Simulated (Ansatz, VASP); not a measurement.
P in VASP and in Ansatz

File INCAR:

```
ALGO     = Normal         # electronic algorithm
EDIFF    = 1E-6           # SCF threshold, eV
ENCUT    = 520            # plane-wave cutoff, eV
GGA      = PE             # functional
ISIF     = 2              # what is computed and relaxed
ISMEAR   = 0              # smearing method
LASPH    = True           # aspherical terms in the spheres
LCHARG   = False          # write CHGCAR
LREAL    = False          # projectors in reciprocal space
LWAVE    = False          # write WAVECAR
NBANDS   = 12             # bands
NELM     = 80             # most SCF steps
PREC     = Accurate       # precision mode
SIGMA    = 0.1            # smearing width, eV
```

Contents of KPOINTS:

```
k-points
0
Gamma
  12 12 12
```

File POSCAR:

```
P
1.0
    1.8338821857      1.0965984846      3.2292249582
   -1.7644618975      0.9930549739      3.2239097246
   -0.0549611665     -2.0233668358      3.2054646930
P
2
Direct
    0.2061531938      0.2363202219      0.2349618334
    0.7938468062      0.7636797781      0.7650381666
```

Input for Ansatz:

```yaml
crystal:
  lattice:
    - [1.8338821857, 1.0965984846, 3.2292249582]
    - [-1.7644618975, 0.9930549739, 3.2239097246]
    - [-0.0549611665, -2.0233668358, 3.205464693]
  atoms:
    - { symbol: P, position: [0.2061531938, 0.2363202219, 0.2349618334] }
    - { symbol: P, position: [0.7938468062, 0.7636797781, 0.7650381666] }
basis:
  ecutwfc: 420
kpoints:
  mp_grid: { grid: [12, 12, 12] }
hamiltonian:
  xc: pbe
scf:
  occupations: { method: gaussian, width: 0.1 }
output:
  forces: true
  stress: true
  eigenvalues: true
```

Change from the starting cell: all atoms moved at random, cell strained at random.

Alike in both runs: task single point; functional PBE; k mesh 12 × 12 × 12; occupations gaussian, width 0.1 eV; no spin polarisation.

|  | VASP | Ansatz |
| --- | --- | --- |
| version | VASP 6.6.1 | Ansatz 0.2.0 |
| potentials or method | VASP PAW PBE potentials, release 64 (P), cutoff 520 eV | scalar-relativistic, plane waves, PAW |
| valence electrons in the cell | 10 | 10 |

Ansatz gave:

- gap on the k mesh at the Fermi level (eV): none
- pressure (GPa): -4.2
- traceless stress, the component that is largest in VASP (GPa): 3.11
- rms of the force components (eV/Å): 0.148

Task: Estimate VASP's values.

Result: gap on the k mesh at the Fermi level (eV): none; pressure (GPa): -4.5; traceless stress, the component that is largest in VASP (GPa): 3.05; rms of the force components (eV/Å): 0.135.

Atom by atom the forces differ by 0.027 eV/Å (rms over components). A gap of «none» marks a metal or a gap that the smearing closes.
